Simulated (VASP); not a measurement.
# Ca (Pm-3m) in VASP: relaxation of cell and atoms with r2SCAN

Aim: the relaxation of cell and atoms of Ca with r2SCAN.

Everything below comes from runs of VASP 6.6.1. Logs are shortened: lines on timing, memory, paths and dates and some standing lists are left out, and cuts for length are marked.

### 1 The cell of the first run

It takes space group Pm-3m (No. 221, cubic). The conventional cell has a = 3.567 Å, b = 3.567 Å, c = 3.567 Å, α = 90.00°, β = 90.00°, γ = 90.00°. Ca (site symmetry m-3m) has 6 Ca at 3.57 Å within 4.7 Å.

This isn't the form of Ca at room conditions, which is fcc.

### 2 Relaxation of cell and atoms, r2SCAN

The input, POSCAR:

```
Ca
1.0
    3.5674401340      0.0000000000      0.0000000000
    0.0000000000      3.5674401340      0.0000000000
    0.0000000000      0.0000000000      3.5674401340
Ca
1
Direct
    0.0000000000      0.0000000000      0.0000000000
```

The input, INCAR.step1:

```
ALGO     = Normal         # electronic algorithm
EDIFF    = 1E-4           # SCF threshold, eV
ENCUT    = 600            # plane-wave cutoff, eV
GGA      = PE             # functional
ISMEAR   = 0              # smearing method
LASPH    = T              # aspherical terms in the spheres
LCHARG   = F              # write CHGCAR
LREAL    = F              # projectors in reciprocal space
LWAVE    = T              # write WAVECAR
NELM     = 100            # most SCF steps
PREC     = Accurate       # precision mode
SIGMA    = 0.1            # smearing width, eV
```

The input, INCAR.step2:

```
ALGO     = Normal         # electronic algorithm
EDIFF    = 1E-6           # SCF threshold, eV
EDIFFG   = -0.01          # ionic threshold
ENCUT    = 600            # plane-wave cutoff, eV
IBRION   = 2              # ionic algorithm
ISIF     = 3              # what is computed and relaxed
ISMEAR   = 0              # smearing method
ISTART   = 1            
LASPH    = T              # aspherical terms in the spheres
LCHARG   = F              # write CHGCAR
LMIXTAU  = T            
LREAL    = F              # projectors in reciprocal space
LWAVE    = F              # write WAVECAR
METAGGA  = R2SCAN         # meta-GGA
NELM     = 100            # most SCF steps
NSW      = 100            # ionic steps
PREC     = Accurate       # precision mode
SIGMA    = 0.1            # smearing width, eV
```

The input, KPOINTS:

```
k-points
0
Gamma
  16 16 16
```

Potentials or basis: VASP PAW PBE potentials, release 64 (Ca_sv).

On the command line:

```bash
$ cat potpaw_PBE.64/Ca_sv/POTCAR > POTCAR
$ cp INCAR.step1 INCAR
$ mpirun -np 1 vasp_std > vasp.out
$ cp INCAR.step2 INCAR
$ mpirun -np 1 vasp_std > vasp.out
```

OUTCAR:

```text
EDIFF = 1E-6
   EDIFFG = -0.01
   ENCUT = 600
   IBRION = 2
   ISIF = 3
   ISMEAR = 0
   ISTART = 1
   LASPH = T
   LREAL = F
   METAGGA = R2SCAN
   NELM = 100
   NSW = 100
   PREC = Accurate

 ion  position               nearest neighbor table
   1  0.000  0.000  0.000-

  LATTYP: Found a simple cubic cell.
 ALAT       =     3.5674401340

  Lattice vectors:

 A1 = (   3.5674401340,   0.0000000000,   0.0000000000)
 A2 = (   0.0000000000,   3.5674401340,   0.0000000000)
 A3 = (   0.0000000000,   0.0000000000,   3.5674401340)

Analysis of symmetry for initial positions (statically):
=====================================================================
 Subroutine PRICEL returns:
 Original cell was already a primitive cell.

 Routine SETGRP: Setting up the symmetry group for a
 simple cubic supercell.

 Subroutine GETGRP returns: Found 48 space group operations
 (whereof 48 operations were pure point group operations)
 out of a pool of 48 trial point group operations.

The static configuration has the point symmetry O_h .

Analysis of symmetry for dynamics (positions and initial velocities):
=====================================================================
 Subroutine PRICEL returns:
 Original cell was already a primitive cell.

 Routine SETGRP: Setting up the symmetry group for a
 simple cubic supercell.

 Subroutine GETGRP returns: Found 48 space group operations
 (whereof 48 operations were pure point group operations)
 out of a pool of 48 trial point group operations.

The dynamic configuration has the point symmetry O_h .

 Subroutine INISYM returns: Found 48 space group operations
 (whereof 48 operations are pure point group operations),
 and found     1 'primitive' translations

----------------------------------------------------------------------------------------

                                     Primitive cell

  volume of cell :      45.4015

  direct lattice vectors                    reciprocal lattice vectors
     3.567440134  0.000000000  0.000000000     0.280313043  0.000000000  0.000000000
     0.000000000  3.567440134  0.000000000     0.000000000  0.280313043  0.000000000
     0.000000000  0.000000000  3.567440134     0.000000000  0.000000000  0.280313043

  length of vectors
     3.567440134  3.567440134  3.567440134     0.280313043  0.280313043  0.280313043

  position of ions in fractional coordinates (direct lattice)
     0.000000000  0.000000000  0.000000000

  ion indices of the primitive-cell ions
   primitive index   ion index
                 1           1

----------------------------------------------------------------------------------------

 KPOINTS: k-points

Automatic generation of k-mesh.
 Grid dimensions read from file:
 generate k-points for:   16   16   16

 Generating k-lattice:

  Cartesian coordinates                     Fractional coordinates (reciprocal lattice)
     0.017519565  0.000000000  0.000000000     0.062500000  0.000000000  0.000000000
     0.000000000  0.017519565  0.000000000     0.000000000  0.062500000  0.000000000
     0.000000000  0.000000000  0.017519565     0.000000000  0.000000000  0.062500000

  Length of vectors
     0.017519565  0.017519565  0.017519565

  Shift w.r.t. Gamma in fractional coordinates (k-lattice)
     0.000000000  0.000000000  0.000000000

 Subroutine IBZKPT returns following result:
 ===========================================

 Found    165 irreducible k-points:

 Following reciprocal coordinates:
            Coordinates               Weight
  0.000000  0.000000  0.000000      1.000000
  0.062500  0.000000  0.000000      6.000000
  0.125000  0.000000  0.000000      6.000000
  0.187500  0.000000  0.000000      6.000000
  0.250000  0.000000  0.000000      6.000000
  0.312500  0.000000  0.000000      6.000000
[... 16 lines left out ...]
  0.437500  0.125000  0.000000     24.000000
  0.500000  0.125000  0.000000     12.000000
 [... further k-points ...]
   k-points           NKPTS =    165   k-points in BZ     NKDIM =    165   number of bands    NBANDS=      9
   number of dos      NEDOS =    301   number of ions     NIONS =      1
   total plane-waves  NPLWV =  27000
   dimension x,y,z NGX =    30 NGY =   30 NGZ =   30
   dimension x,y,z NGXF=    60 NGYF=   60 NGZF=   60
   ions per type =               1
   NGX,Y,Z   is equivalent  to a cutoff of  13.98, 13.98, 13.98 a.u.
   NGXF,Y,Z  is equivalent  to a cutoff of  27.96, 27.96, 27.96 a.u.
 SYSTEM =  unknown system
   PREC   = accura    normal or accurate (medium, high low for compatibility)
   ISTART =      1    job   : 0-new  1-cont  2-samecut
   ICHARG =      0    charge: 1-file 2-atom 10-const
   ISPIN  =      1    spin polarized calculation?
   LNONCOLLINEAR =      F non collinear calculations
   LSORBIT =      F    spin-orbit coupling
   LASPH  =      T    aspherical Exc in radial PAW
   ENCUT  =  600.0 eV  44.10 Ry    6.64 a.u.   7.13  7.13  7.13*2*pi/ulx,y,z
   NELM   =    100;   NELMIN=  2; NELMDL=  0     # of ELM steps
   EDIFF  = 0.1E-05   stopping-criterion for ELM
   LREAL  =      F    real-space projection
   EDIFFG = -.1E-01   stopping-criterion for IOM
   NSW    =    100    number of steps for IOM
   IBRION =      2    ionic relax: 0-MD 1-quasi-New 2-CG
   NFREE  =      1    steps in history (QN), initial steepest desc. (CG)
   ISIF   =      3    stress and relaxation
   ISYM   =      2    0-nonsym 1-usesym 2-fastsym
   POTIM  = 0.5000    time-step for ionic-motion
   TEBEG  =    0.0;   TEEND  =   0.0 temperature during run
   PSTRESS=    0.0 pullay stress
   NELECT =      10.0000    total number of electrons
   NUPDOWN=      -1.0000    fix difference up-down
   EMIN   =  10.00;   EMAX   =-10.00  energy-range for DOS
   EFERMI =   0.00;   METHOD = LEGACY
   ISMEAR =     0;   SIGMA  =   0.10  broadening in eV -4-tet -1-fermi 0-gaus
   EFERMI_NEDOS =   21; number of points for ismear=-14 and -15
   IALGO  =     38    algorithm
   IMIX   =      4    mixing-type and parameters
     AMIX     =   0.40;   BMIX     =  1.00
     AMIX_MAG =   1.60;   BMIX_MAG =  1.00
  volume/ion in A,a.u.               =      45.40       306.38
  Fermi-wavevector in a.u.,A,eV,Ry     =   0.988670  1.868316 13.299272  0.977469
  Thomas-Fermi vector in A             =   2.120214
   LORBIT       =      0    0 simple, 1 ext, 2 COOP (PROOUT), +10 PAW based schemes
   METAGGA = R2SCAN    functional components
   LHFCALC =     F    Hartree Fock is set to
   AEXX    =    0.0000 exact exchange contribution
   IVDW    =     0    specifies the selected vdW correction
   LEPSILON=     F    determine dielectric tensor
   LRPA    =     F    only Hartree local field effects (RPA)
 conjugate gradient relaxation of ions
 non-spin polarized calculation
 Gauss-broadening in eV      SIGMA  =   0.10
  energy-cutoff  :      600.00
  volume of cell :       45.40
 maximum number of plane-waves:      1568
 NGX is ok and might be reduce to    30
   NGX = 15   NGY = 15   NGZ = 15

--------------------------------------- Ionic step        1  -------------------------------------------

 number of electron       9.9999998 magnetization

 Free energy of the ion-electron system (eV)
  ---------------------------------------------------
  ext. energy  EPLUGINS =         0.00000000
  ---------------------------------------------------
  free energy    TOTEN  =        -6.62953647 eV

  energy without entropy =       -6.62517280  energy(sigma->0) =       -6.62735464

------------------------ aborting loop because EDIFF is reached ----------------------------------------

  FORCE on cell =-STRESS in cart. coord.  units (eV):
  Direction    XX          YY          ZZ          XY          YZ          ZX
  --------------------------------------------------------------------------------------
  -------------------------------------------------------------------------------------
  Total       -0.1561459     -0.1561459     -0.1561459     -0.0000000     -0.0000000      0.0000000
  in kB       -5.5102483     -5.5102483     -5.5102483     -0.0000000     -0.0000000      0.0000000
  external PRESSURE =      -5.5102483 kB  Pullay stress =       0.0000000 kB
[... 90 lines left out ...]
  energy  without entropy=       -6.6296102533  energy(sigma->0) =       -6.63169415

--------------------------------------- Ionic step        4  -------------------------------------------

 number of electron      10.0000001 magnetization

 Free energy of the ion-electron system (eV)
  ---------------------------------------------------
  ext. energy  EPLUGINS =         0.00000000
  ---------------------------------------------------
  free energy    TOTEN  =        -6.63381408 eV

  energy without entropy =       -6.62964009  energy(sigma->0) =       -6.63172708

 E-fermi :   1.8672     XC(G=0):  -8.1092

 val. band max:        1.8430015618   @ k =   0.5000   0.1875   0.1875
 cond. band min:       1.8683824521   @ k =   0.5000   0.3750   0.2500
 fundamental gap:      0.0253808902
 Fermi energy:         1.8671712389

 k-point     1 :       0.0000    0.0000    0.0000
  band No.  band energies     occupation
      1     -42.1671      2.00000
      2     -22.1731      2.00000
      3     -22.1731      2.00000
      4     -22.1731      2.00000
      5      -2.2259      2.00000
      6       2.9499      0.00000
      7       2.9499      0.00000
      8       6.3438      0.00000
      9       6.3438      0.00000
[... 265 lines left out ...]
 k-point    24 :       0.5000    0.1250    0.0000
  band No.  band energies     occupation
      1     -42.1457      2.00000
      2     -22.3859      2.00000
      3     -22.1847      2.00000
      4     -22.1512      2.00000
      5       1.0122      2.00000
      6       1.2289      2.00000
      7       3.6266      0.00000
      8       4.9133      0.00000
      9       5.0942      0.00000

 [... further k-points ...]

------------------------ aborting loop because EDIFF is reached ----------------------------------------

  FORCE on cell =-STRESS in cart. coord.  units (eV):
  Direction    XX          YY          ZZ          XY          YZ          ZX
  --------------------------------------------------------------------------------------
  -------------------------------------------------------------------------------------
  Total        0.0003396      0.0003396      0.0003396      0.0000000     -0.0000000      0.0000000
  in kB        0.0126537      0.0126537      0.0126537      0.0000000     -0.0000000      0.0000000
  external PRESSURE =       0.0126537 kB  Pullay stress =       0.0000000 kB
[... 16 lines left out ...]
  FREE ENERGIE OF THE ION-ELECTRON SYSTEM (eV)
  ---------------------------------------------------
  free  energy   TOTEN  =        -6.6338140756 eV

  energy  without entropy=       -6.6296400885  energy(sigma->0) =       -6.63172708

 reached required accuracy - stopping structural energy minimisation
```

Wall time 15 min (1 thread of Intel Xeon Platinum 8259CL at 2.50GHz (Skylake/Cascade Lake), shared host); peak memory 0.24 GiB.

What came out:

```
Free energy                           : -6.6338 eV
Relaxed volume                        : 42.99 Å³/atom
Relaxed cell                          : a = 3.503 Å, b = 3.503 Å, c = 3.503 Å, α = 90.00°, β = 90.00°, γ = 90.00°
Space group after relaxing (to 0.1 Å) : Pm-3m (No. 221)
Energy gained by relaxing             : 4.3 meV/atom
Ionic steps                           : 4
Pressure after relaxing               : 0.0 GPa
Band gap on the k mesh                : zero (bands 5 and 6 overlap by 1.46 eV)
```

Step by step:
| step | energy change (eV) | largest force (eV/Å) | pressure (GPa) | volume (Å³) |
| --- | --- | --- | --- | --- |
| 1 | 0.0000 | 0.0000 | -0.55 | 45.40 |
| 2 | -0.0028 | 0.0000 | -0.35 | 44.38 |
| 3 | -0.0042 | 0.0000 | 0.05 | 42.78 |
| 4 | -0.0043 | 0.0000 | 0.00 | 42.99 |

Final structure:
```
Ca
1.0
     3.50322    0.00000    0.00000
     0.00000    3.50322    0.00000
     0.00000    0.00000    3.50322
Ca
1
Direct
  0.00000 0.00000 0.00000
```

Caveat: the PAW data sets were made with another functional, which shifts forces and pressure a little.

The gap in the log of VASP goes by the Fermi energy; the results here count the filled bands.